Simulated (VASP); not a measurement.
# Na5Li3F8: single point with PBEsol

Na5Li3F8:

```
CELL_PARAMETERS angstrom
8.91965 0.00000 0.00000
0.00000 8.91965 0.00000
0.00000 0.00000 8.91965
ATOMIC_POSITIONS crystal
F 0.26262 0.99661 0.99820
F 0.27396 0.00007 0.50295
F 0.26279 0.50257 0.99788
F 0.25881 0.50034 0.50322
F 0.73479 0.98335 0.98066
F 0.73159 0.99318 0.52063
F 0.73424 0.51595 0.98042
F 0.73263 0.48675 0.51736
F 0.99763 0.24875 0.99895
F 0.98614 0.24914 0.50135
F 0.97301 0.74847 0.99981
F 0.98563 0.75149 0.50159
F 0.50397 0.28501 0.98031
F 0.51558 0.22854 0.51448
F 0.51848 0.74290 0.96955
F 0.51284 0.75448 0.51380
F 0.99913 0.99870 0.25069
F 0.98580 0.99934 0.75068
F 0.99772 0.50094 0.24863
F 0.98341 0.49851 0.74965
F 0.50394 0.97715 0.21716
F 0.51486 0.00433 0.75602
F 0.50160 0.52047 0.28695
F 0.51401 0.51407 0.73940
F 0.25362 0.24959 0.25105
F 0.26520 0.24873 0.74895
F 0.26114 0.75008 0.25256
F 0.25963 0.74941 0.75108
F 0.74694 0.24958 0.25370
F 0.73343 0.25832 0.73958
F 0.73289 0.75077 0.28730
F 0.73655 0.75561 0.74063
Na 0.99531 0.99624 0.99888
Na 0.99060 0.00104 0.50257
Na 0.99486 0.50094 0.99758
Na 0.99006 0.50006 0.50089
Na 0.25890 0.24938 0.99825
Na 0.26038 0.25089 0.50191
Na 0.26522 0.74853 0.00243
Na 0.25592 0.75027 0.50169
Na 0.74425 0.24767 0.99255
Na 0.25933 0.99744 0.25020
Na 0.25849 0.99885 0.75199
Na 0.25765 0.50243 0.25065
Na 0.25748 0.49879 0.74933
Na 0.74408 0.99644 0.25437
Na 0.74293 0.50455 0.25230
Na 0.99832 0.25005 0.25239
Na 0.99280 0.24890 0.74810
Na 0.99098 0.74965 0.25126
Na 0.99311 0.74850 0.74955
Na 0.50221 0.25229 0.25053
Li 0.51606 0.95972 0.99696
Li 0.51104 0.00728 0.53675
Li 0.51426 0.50485 0.95945
Li 0.51486 0.52200 0.50708
Li 0.73141 0.25921 0.51994
Li 0.73946 0.74179 0.96122
Li 0.73703 0.76740 0.50938
Li 0.73675 0.98532 0.74950
Li 0.73784 0.49109 0.73803
Li 0.50986 0.23957 0.75250
Li 0.51310 0.74986 0.28259
Li 0.51290 0.74043 0.74394
```

* Program: VASP 6.6.1
* Task: single point
* Functional: PBEsol
* Potentials or basis: VASP PAW PBE potentials, release 64 (F, Na_pv, Li_sv)
* Cutoff: 520 eV
* k mesh: 1 × 1 × 1, shifted
* Occupations: fermi-dirac, width 0.05 eV
* Spin: no spin polarisation
* Dipole correction: no
* Further INCAR settings: LREAL = Auto; ALGO = Normal; EDIFF = 1e-07; NBANDS = 238; ISYM = 0

```
Largest force          : 0.021 eV/Å
Band gap on the k mesh : 7.13 eV, indirect (the least direct gap lies 2.2 meV higher)
```

Forces on the atoms (eV/Å):
```
F    0.005  0.003  0.005
F    0.001  0.000 -0.005
F    0.003 -0.006  0.004
F    0.002  0.001 -0.006
F    0.004 -0.003 -0.001
F    0.000  0.006  0.003
F    0.004 -0.002 -0.004
F    0.000  0.001 -0.004
F    0.006  0.002  0.005
F   -0.004  0.003 -0.002
F   -0.008  0.004  0.000
F   -0.005 -0.004 -0.005
F   -0.004 -0.004 -0.003
F   -0.010  0.007  0.003
F    0.002 -0.011  0.004
F    0.004  0.004  0.000
F    0.007  0.005 -0.002
F   -0.004 -0.001 -0.001
F    0.005 -0.006  0.002
F   -0.003  0.004 -0.001
F   -0.002 -0.001  0.006
F    0.000 -0.001  0.013
F   -0.007  0.002 -0.006
F    0.004 -0.004 -0.008
F   -0.009  0.000 -0.002
F    0.004 -0.002  0.000
F    0.002  0.000  0.002
F    0.002 -0.001  0.000
F    0.009  0.001  0.006
F   -0.001 -0.003 -0.001
F    0.003 -0.003 -0.003
F   -0.004  0.001 -0.005
Na   0.004  0.003  0.004
Na   0.006 -0.001 -0.005
Na   0.004 -0.005  0.004
Na   0.003  0.001 -0.005
Na  -0.008 -0.002  0.005
Na  -0.006  0.000 -0.005
Na  -0.006  0.001  0.001
Na  -0.005  0.000 -0.002
Na   0.010 -0.004  0.005
Na  -0.009  0.006  0.003
Na  -0.007  0.000 -0.002
Na  -0.008 -0.006 -0.004
Na  -0.006 -0.001  0.003
Na   0.010  0.007  0.000
Na   0.009 -0.005 -0.006
Na   0.004  0.000 -0.002
Na   0.004 -0.001  0.004
Na   0.003  0.000 -0.002
Na   0.006 -0.001  0.002
Na  -0.005 -0.001 -0.002
Li  -0.013  0.012 -0.007
Li  -0.006 -0.010 -0.013
Li  -0.010  0.006  0.012
Li  -0.011 -0.005  0.008
Li   0.014 -0.007 -0.014
Li   0.011  0.005  0.012
Li   0.010 -0.004  0.009
Li   0.012  0.006  0.002
Li   0.010  0.001  0.010
Li  -0.008  0.003  0.001
Li  -0.009  0.002 -0.006
Li  -0.010  0.006 -0.005
```

Levels at points of the mesh, in eV from the valence-band top:
```tsv
k point	band 196	band 197	band 198	band 199	band 200	band 201	band 202	band 203	band 204	band 205
(0.25, 0.25, 0.25)	-0.10	-0.09	-0.06	-0.02	0.00	7.13	8.20	8.31	8.51	9.10
```

Run time: 54 min on 1 thread of AMD EPYC 7R43 64-Core Processor (Zen 3) (shared host), peak memory 0.88 GiB.

Caveat: the k points lie up to 0.70 Å⁻¹ apart; the PAW data sets were made with another functional, which shifts forces and pressure a little. A k mesh can miss the band edges.
